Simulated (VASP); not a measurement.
Write the native input for VASP 6.6.1 that does the following.

```yaml
Task: single point
Functional: LDA
Potentials_or_basis: VASP PAW LDA potentials, release 64 (Pb_d)
Cutoff: 500 eV
k_mesh: 6 × 6 × 6
Occupations: gaussian, width 0.1 eV
Spin: no spin polarisation
Dipole_correction: no
Further_INCAR_settings: ALGO = Normal; EDIFF = 1e-06; NBANDS = 13
```

The structure of Pb lies in POSCAR:

```
Pb
1.0
    0.0000000000      2.4698000000      2.4698000000
    2.4698000000      0.0000000000      2.4698000000
    2.4698000000      2.4698000000      0.0000000000
Pb
1
Direct
    0.0000000000      0.0000000000      0.0000000000
```

One way to write it, as run:

INCAR

```
SYSTEM = Pb
PREC = Accurate ; ENCUT = 500
EDIFF = 1E-6 ; ISMEAR = 0
SIGMA = 0.1 ; LREAL = .FALSE.
LASPH = .TRUE. ; NELM = 120
ALGO = Normal ; ISIF = 2
LWAVE = .FALSE. ; LCHARG = .FALSE.
NBANDS = 13 ; GGA_COMPAT = .FALSE.
```

KPOINTS

```
regular mesh
0
G
  6 6 6
  0 0 0
```

Potentials or basis: VASP PAW LDA potentials, release 64 (Pb_d).

The run is started by

```sh
$ cat potpaw_LDA.64/Pb_d/POTCAR > POTCAR
$ mpirun -np 1 vasp_std > vasp.out
```

Results of the run:

```yaml
Pressure: -0.8 GPa
Band_gap_on_the_k_mesh: zero (band 7 reaches 14.49 eV, above the bottom of band 8 at 5.53 eV)
```

Caveat: the k points lie up to 0.37 Å⁻¹ apart; spin-orbit coupling is left out, which moves the levels of the heavy elements.

It took 12 s on 1 thread of Intel Xeon 8259CL (shared host), peak memory 0.14 GiB.
